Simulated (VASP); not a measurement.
# TaN (Fm-3m) in VASP: notebook

TaN is run at these levels: r2SCAN; tasks: single point, relaxation of cell and atoms.

Everything below comes from runs of VASP 6.6.1. Logs are shortened: lines on timing, memory, paths and dates and some standing lists are left out, and cuts for length are marked.

**1. The cell of the first run**

It takes space group Fm-3m (No. 225, cubic). Conventional cell: a = 4.397 Å, b = 4.397 Å, c = 4.397 Å, α = 90.00°, β = 90.00°, γ = 90.00°. Within 2.9 Å of Ta (site symmetry m-3m) lie 6 N at 2.20 Å. N (site symmetry m-3m) has 6 Ta at 2.20 Å within 2.9 Å.

**2. Single point, r2SCAN**

File POSCAR:

```
TaN
1.0
    0.0000000000      2.1982663152      2.1982663152
    2.1982663152      0.0000000000      2.1982663152
    2.1982663152      2.1982663152      0.0000000000
Ta N
1 1
Direct
    0.5000000000      0.5000000000      0.5000000000
    0.0000000000      0.0000000000      0.0000000000
```

File INCAR.step1:

```
SYSTEM = TaN
PREC = Accurate
ENCUT = 660
ISMEAR = 0
SIGMA = 0.1
LREAL = .FALSE.
LASPH = .TRUE.
NELM = 120
NBANDS = 16
GGA = PE
ALGO = Normal
EDIFF = 1E-5
LWAVE = .TRUE.
LCHARG = .FALSE.
GGA_COMPAT = .FALSE.
```

File INCAR.step2:

```
SYSTEM = TaN
PREC = Accurate
ENCUT = 660
EDIFF = 1E-6
ISMEAR = 0
SIGMA = 0.1
LREAL = .FALSE.
LASPH = .TRUE.
NELM = 120
ALGO = Normal
ISIF = 2
LWAVE = .FALSE.
LCHARG = .FALSE.
METAGGA = R2SCAN
LMIXTAU = .TRUE.
NBANDS = 16
ISTART = 1
GGA_COMPAT = .FALSE.
```

File KPOINTS:

```
regular mesh
0
G
  16 16 16
  0 0 0
```

Potentials or basis: VASP PAW PBE potentials, release 64 (Ta_sv_GW, N).

Run with:

```
cat potpaw_PBE.64/Ta_sv_GW/POTCAR potpaw_PBE.64/N/POTCAR > POTCAR
cp INCAR.step1 INCAR
mpirun -np 1 vasp_std > vasp.out
cp INCAR.step2 INCAR
mpirun -np 1 vasp_std > vasp.out
```

OUTCAR:

```text
SYSTEM = TaN
   PREC = Accurate
   ENCUT = 660
   EDIFF = 1E-6
   ISMEAR = 0
   LREAL = .FALSE.
   LASPH = .TRUE.
   NELM = 120
   ISIF = 2
   METAGGA = R2SCAN
   ISTART = 1

 ion  position               nearest neighbor table
   1  0.500  0.500  0.500-   2 2.20   2 2.20   2 2.20   2 2.20   2 2.20   2 2.20
   2  0.000  0.000  0.000-   1 2.20   1 2.20   1 2.20   1 2.20   1 2.20   1 2.20

  LATTYP: Found a face centered cubic cell.
 ALAT       =     4.3965326304

  Lattice vectors:

 A1 = (   0.0000000000,   2.1982663152,   2.1982663152)
 A2 = (   2.1982663152,   0.0000000000,   2.1982663152)
 A3 = (   2.1982663152,   2.1982663152,   0.0000000000)

Analysis of symmetry for initial positions (statically):
=====================================================================
 Subroutine PRICEL returns:
 Original cell was already a primitive cell.

 Routine SETGRP: Setting up the symmetry group for a
 face centered cubic supercell.

 Subroutine GETGRP returns: Found 48 space group operations
 (whereof 48 operations were pure point group operations)
 out of a pool of 48 trial point group operations.

The static configuration has the point symmetry O_h .

Analysis of symmetry for dynamics (positions and initial velocities):
=====================================================================
 Subroutine PRICEL returns:
 Original cell was already a primitive cell.

 Routine SETGRP: Setting up the symmetry group for a
 face centered cubic supercell.

 Subroutine GETGRP returns: Found 48 space group operations
 (whereof 48 operations were pure point group operations)
 out of a pool of 48 trial point group operations.

The dynamic configuration has the point symmetry O_h .

 Subroutine INISYM returns: Found 48 space group operations
 (whereof 48 operations are pure point group operations),
 and found     1 'primitive' translations

----------------------------------------------------------------------------------------

                                     Primitive cell

  volume of cell :      21.2457

  direct lattice vectors                    reciprocal lattice vectors
     0.000000000  2.198266315  2.198266315    -0.227451968  0.227451968  0.227451968
     2.198266315  0.000000000  2.198266315     0.227451968 -0.227451968  0.227451968
     2.198266315  2.198266315  0.000000000     0.227451968  0.227451968 -0.227451968

  length of vectors
     3.108818037  3.108818037  3.108818037     0.393958365  0.393958365  0.393958365

  position of ions in fractional coordinates (direct lattice)
     0.500000000  0.500000000  0.500000000
     0.000000000  0.000000000  0.000000000

  ion indices of the primitive-cell ions
   primitive index   ion index
                 1           1
                 2           2

----------------------------------------------------------------------------------------

 KPOINTS: regular mesh

Automatic generation of k-mesh.
 Grid dimensions read from file:
 generate k-points for:   16   16   16

 Generating k-lattice:

  Cartesian coordinates                     Fractional coordinates (reciprocal lattice)
    -0.014215748  0.014215748  0.014215748     0.062500000  0.000000000  0.000000000
     0.014215748 -0.014215748  0.014215748     0.000000000  0.062500000  0.000000000
     0.014215748  0.014215748 -0.014215748     0.000000000  0.000000000  0.062500000

  Length of vectors
     0.024622398  0.024622398  0.024622398

  Shift w.r.t. Gamma in fractional coordinates (k-lattice)
     0.000000000  0.000000000  0.000000000

 Subroutine IBZKPT returns following result:
 ===========================================

 Found    145 irreducible k-points:

 Following reciprocal coordinates:
            Coordinates               Weight
  0.000000  0.000000  0.000000      1.000000
  0.062500  0.000000  0.000000      8.000000
  0.125000  0.000000  0.000000      8.000000
  0.187500  0.000000  0.000000      8.000000
  0.250000  0.000000  0.000000      8.000000
  0.312500  0.000000  0.000000      8.000000
[... 16 lines left out ...]
 -0.125000  0.062500  0.000000     24.000000
 -0.062500  0.062500  0.000000     12.000000
 [... further k-points ...]
   k-points           NKPTS =    145   k-points in BZ     NKDIM =    145   number of bands    NBANDS=     16
   number of dos      NEDOS =    301   number of ions     NIONS =      2
   total plane-waves  NPLWV =  21952
   dimension x,y,z NGX =    28 NGY =   28 NGZ =   28
   dimension x,y,z NGXF=    56 NGYF=   56 NGZF=   56
   ions per type =               1   1
   NGX,Y,Z   is equivalent  to a cutoff of  14.97, 14.97, 14.97 a.u.
   NGXF,Y,Z  is equivalent  to a cutoff of  29.95, 29.95, 29.95 a.u.
 SYSTEM =  TaN
   PREC   = accura    normal or accurate (medium, high low for compatibility)
   ISTART =      1    job   : 0-new  1-cont  2-samecut
   ICHARG =      0    charge: 1-file 2-atom 10-const
   ISPIN  =      1    spin polarized calculation?
   LNONCOLLINEAR =      F non collinear calculations
   LSORBIT =      F    spin-orbit coupling
   LASPH  =      T    aspherical Exc in radial PAW
   ENCUT  =  660.0 eV  48.51 Ry    6.96 a.u.   6.51  6.51  6.51*2*pi/ulx,y,z
   NELM   =    120;   NELMIN=  2; NELMDL=  0     # of ELM steps
   EDIFF  = 0.1E-05   stopping-criterion for ELM
   LREAL  =      F    real-space projection
   EDIFFG = 0.1E-04   stopping-criterion for IOM
   NSW    =      0    number of steps for IOM
   IBRION =     -1    ionic relax: 0-MD 1-quasi-New 2-CG
   NFREE  =      0    steps in history (QN), initial steepest desc. (CG)
   ISIF   =      2    stress and relaxation
   ISYM   =      2    0-nonsym 1-usesym 2-fastsym
   POTIM  = 0.5000    time-step for ionic-motion
   TEBEG  =    0.0;   TEEND  =   0.0 temperature during run
   PSTRESS=    0.0 pullay stress
   NELECT =      18.0000    total number of electrons
   NUPDOWN=      -1.0000    fix difference up-down
   EMIN   =  10.00;   EMAX   =-10.00  energy-range for DOS
   EFERMI =   0.00;   METHOD = LEGACY
   ISMEAR =     0;   SIGMA  =   0.10  broadening in eV -4-tet -1-fermi 0-gaus
   EFERMI_NEDOS =   21; number of points for ismear=-14 and -15
   IALGO  =     38    algorithm
   IMIX   =      4    mixing-type and parameters
     AMIX     =   0.40;   BMIX     =  1.00
     AMIX_MAG =   1.60;   BMIX_MAG =  1.00
  volume/ion in A,a.u.               =      10.62        71.69
  Fermi-wavevector in a.u.,A,eV,Ry     =   1.549085  2.927347 32.649433  2.399666
  Thomas-Fermi vector in A             =   2.653943
   LORBIT       =      0    0 simple, 1 ext, 2 COOP (PROOUT), +10 PAW based schemes
   METAGGA = R2SCAN    functional components
   LHFCALC =     F    Hartree Fock is set to
   AEXX    =    0.0000 exact exchange contribution
   IVDW    =     0    specifies the selected vdW correction
   LEPSILON=     F    determine dielectric tensor
   LRPA    =     F    only Hartree local field effects (RPA)
 non-spin polarized calculation
 Gauss-broadening in eV      SIGMA  =   0.10
  energy-cutoff  :      660.00
  volume of cell :       21.25
 maximum number of plane-waves:       869
 NGX is ok and might be reduce to    28
   NGX = 13   NGY = 13   NGZ = 13

 number of electron      18.0000000 magnetization

 Free energy of the ion-electron system (eV)
  ---------------------------------------------------
  ext. energy  EPLUGINS =         0.00000000
  ---------------------------------------------------
  free energy    TOTEN  =       -62.20714430 eV

  energy without entropy =      -62.20164638  energy(sigma->0) =      -62.20439534

 E-fermi :  13.8783     XC(G=0): -14.7678

 val. band max:       13.8765873944   @ k =  -0.3125   0.3125   0.1250
 cond. band min:      13.8913580252   @ k =  -0.3125   0.3125   0.0625
 fundamental gap:      0.0147706309
 Fermi energy:        13.8783333375

 k-point     1 :       0.0000    0.0000    0.0000
  band No.  band energies     occupation
      1     -57.7746      2.00000
      2     -23.2529      2.00000
      3     -23.2529      2.00000
      4     -23.2529      2.00000
      5      -6.1206      2.00000
      6       9.7274      2.00000
[... 8 lines left out ...]
     15      23.5683      0.00000
     16      38.5298      0.00000

 k-point     2 :       0.0625    0.0000    0.0000
  band No.  band energies     occupation
      1     -57.7723      2.00000
      2     -23.2891      2.00000
      3     -23.2561      2.00000
      4     -23.2561      2.00000
      5      -6.0251      2.00000
      6       9.2245      2.00000
[... 8 lines left out ...]
     15      23.8646      0.00000
     16      37.1593      0.00000

 k-point     3 :       0.1250    0.0000    0.0000
  band No.  band energies     occupation
      1     -57.7659      2.00000
      2     -23.3909      2.00000
      3     -23.2651      2.00000
      4     -23.2651      2.00000
      5      -5.7493      2.00000
      6       8.1725      2.00000
[... 8 lines left out ...]
     15      24.6836      0.00000
     16      34.9579      0.00000

 k-point     4 :       0.1875    0.0000    0.0000
  band No.  band energies     occupation
      1     -57.7562      2.00000
      2     -23.5397      2.00000
      3     -23.2785      2.00000
      4     -23.2785      2.00000
      5      -5.3233      2.00000
      6       6.9821      2.00000
[... 8 lines left out ...]
     15      25.7827      0.00000
     16      32.9703      0.00000
[... 324 lines left out ...]
 k-point    22 :      -0.1875    0.0625    0.0000
  band No.  band energies     occupation
      1     -57.7509      2.00000
      2     -23.6016      2.00000
      3     -23.3176      2.00000
      4     -23.2721      2.00000
      5      -5.1017      2.00000
      6       6.4148      2.00000
[... 8 lines left out ...]
     15      26.3089      0.00000
     16      31.3848      0.00000

 k-point    23 :      -0.1250    0.0625    0.0000
  band No.  band energies     occupation
      1     -57.7612      2.00000
      2     -23.4499      2.00000
      3     -23.2970      2.00000
      4     -23.2605      2.00000
      5      -5.5519      2.00000
      6       7.5036      2.00000
[... 8 lines left out ...]
     15      25.2582      0.00000
     16      33.3933      0.00000

 k-point    24 :      -0.0625    0.0625    0.0000
  band No.  band energies     occupation
      1     -57.7687      2.00000
      2     -23.3391      2.00000
      3     -23.2754      2.00000
      4     -23.2548      2.00000
      5      -5.8716      2.00000
      6       8.5179      2.00000
[... 8 lines left out ...]
     15      24.3351      0.00000
     16      35.6261      0.00000

 [... further k-points ...]
[... 5 lines left out ...]
  --------------------------------------------------------------------------------------
  -------------------------------------------------------------------------------------
  Total       -0.0051916     -0.0051916     -0.0051916      0.0000000      0.0000000     -0.0000000
  in kB       -0.3915073     -0.3915073     -0.3915073      0.0000000      0.0000000     -0.0000000
  external PRESSURE =      -0.3915073 kB  Pullay stress =       0.0000000 kB

 VOLUME and BASIS-vectors are now :
 -----------------------------------------------------------------------------
  energy-cutoff  :      660.00
  volume of cell :       21.25
      direct lattice vectors                 reciprocal lattice vectors
     0.000000000  2.198266315  2.198266315    -0.227451968  0.227451968  0.227451968
     2.198266315  0.000000000  2.198266315     0.227451968 -0.227451968  0.227451968
     2.198266315  2.198266315  0.000000000     0.227451968  0.227451968 -0.227451968

 POSITION                                       TOTAL-FORCE (eV/Angst)
 -----------------------------------------------------------------------------------
      2.19827      2.19827      2.19827        -0.000000      0.000000     -0.000000
      0.00000      0.00000      0.00000         0.000000     -0.000000      0.000000
 -----------------------------------------------------------------------------------
    total drift:                                0.000000      0.000000      0.000000

  FREE ENERGIE OF THE ION-ELECTRON SYSTEM (eV)
  ---------------------------------------------------
  free  energy   TOTEN  =       -62.2071443015 eV

  energy  without entropy=      -62.2016463836  energy(sigma->0) =      -62.20439534
```

It took 3.3 min on 1 thread of Intel Xeon Platinum 8488C (Sapphire Rapids), shared host; peak memory 0.23 GiB.

What came out:

| Property | Result |
| --- | --- |
| Free energy | -62.2071 eV |
| Pressure | 0.0 GPa |
| Band gap on the k mesh | zero (band 9 reaches 15.82 eV, above the bottom of band 10 at 11.73 eV) |

Levels at points of the mesh, in eV from the Fermi level:
```csv
k point,band 5,band 6,band 7,band 8,band 9,band 10,band 11,band 12,band 13,band 14
"(0.00, 0.00, 0.00)",-20.00,-4.15,-4.15,-4.15,-2.15,-2.15,-2.15,0.18,0.18,1.78
"(0.50, 0.00, 0.00)",-17.00,-10.82,-7.98,-7.98,1.94,1.94,2.07,4.04,7.86,7.86
"(0.50, 0.50, 0.00)",-18.77,-7.08,-5.60,-5.00,-5.00,2.26,3.57,3.57,4.75,7.43
```

Caveat: the PAW data sets were made with another functional, which shifts forces and pressure a little; spin-orbit coupling is left out, which moves the levels of the heavy elements.

**3. Relaxation of cell and atoms, r2SCAN**

This run uses another cell than the first one, of 10.35 Å³/atom, 0.974 times its volume.

File POSCAR:

```
TaN
1.0
    0.0000000000      2.1790000000      2.1790000000
    2.1790000000      0.0000000000      2.1790000000
    2.1790000000      2.1790000000      0.0000000000
Ta N
1 1
Direct
    0.5000000000      0.5000000000      0.5000000000
    0.0000000000      0.0000000000      0.0000000000
```

File INCAR.step1:

```
PREC = Accurate ; ENCUT = 660
ISMEAR = 0 ; SIGMA = 0.1
LREAL = F ; LASPH = T
NELM = 120 ; GGA = PE
ALGO = Normal ; EDIFF = 1E-5
LWAVE = T ; LCHARG = F
GGA_COMPAT = F ; IBRION = 2
ISIF = 3 ; EDIFFG = -0.005
NELMIN = 4 ; NSW = 100
```

File INCAR.step2:

```
PREC = Accurate ; ENCUT = 660
EDIFF = 1E-7 ; ISMEAR = 0
SIGMA = 0.1 ; LREAL = F
LASPH = T ; NELM = 120
ALGO = Normal ; ISIF = 3
LWAVE = F ; LCHARG = F
METAGGA = R2SCAN ; LMIXTAU = T
IBRION = 2 ; NSW = 100
EDIFFG = -0.05 ; ISTART = 1
GGA_COMPAT = F ; NELMIN = 4
```

File KPOINTS:

```
regular mesh
0
Gamma
  8 8 8
```

Potentials or basis: VASP PAW PBE potentials, release 64 (Ta_sv_GW, N).

Run with:

```
cat potpaw_PBE.64/Ta_sv_GW/POTCAR potpaw_PBE.64/N/POTCAR > POTCAR
cp INCAR.step1 INCAR
mpirun -np 1 vasp_std > vasp.out
cp INCAR.step2 INCAR
mpirun -np 1 vasp_std > vasp.out
```

It took 4.8 min on 1 thread of AMD EPYC 9R45 (Zen 5), shared host; peak memory 0.15 GiB.

Results (log left out):

* Free energy: -62.1842 eV
* Relaxed volume: 10.63 Å³/atom
* Relaxed cell: a = 3.110 Å, b = 3.110 Å, c = 3.110 Å, α = 60.00°, β = 60.00°, γ = 60.00°
* Space group after relaxing (to 0.05 Å): Fm-3m (No. 225)
* Energy gained by relaxing: 8.5 meV/atom
* Ionic steps: 3
* Pressure after relaxing: -0.2 GPa
* Band gap on the k mesh: zero (band 9 reaches 15.80 eV, above the bottom of band 10 at 11.72 eV)

Step by step:
| step | energy change (eV) | largest force (eV/Å) | pressure (GPa) | volume (Å³) |
| --- | --- | --- | --- | --- |
| 1 | 0.0000 | 0.0000 | 10.02 | 20.69 |
| 2 | 0.0787 | 0.0000 | -20.06 | 22.69 |
| 3 | -0.0170 | 0.0000 | -0.22 | 21.26 |

Final structure:
```xyz
2
Lattice="0.0000 2.1989 2.1989 2.1989 0.0000 2.1989 2.1989 2.1989 0.0000" Properties=species:S:1:pos:R:3 pbc="T T T"
Ta    2.1989    2.1989    2.1989
N     0.0000    0.0000    0.0000
```

Levels at points of the mesh, in eV from the Fermi level:
| k point | band 7 | band 8 | band 9 | band 10 | band 11 | band 12 |
| --- | --- | --- | --- | --- | --- | --- |
| (0.00, 0.00, 0.00) | -4.21 | -4.21 | -2.21 | -2.21 | -2.21 | 0.12 |
| (0.50, 0.00, 0.00) | -8.03 | -8.03 | 1.88 | 1.88 | 2.01 | 3.99 |
| (0.50, 0.50, 0.00) | -5.65 | -5.06 | -5.06 | 2.20 | 3.50 | 3.50 |

Caveat: the PAW data sets were made with another functional, which shifts forces and pressure a little; spin-orbit coupling is left out, which moves the levels of the heavy elements.
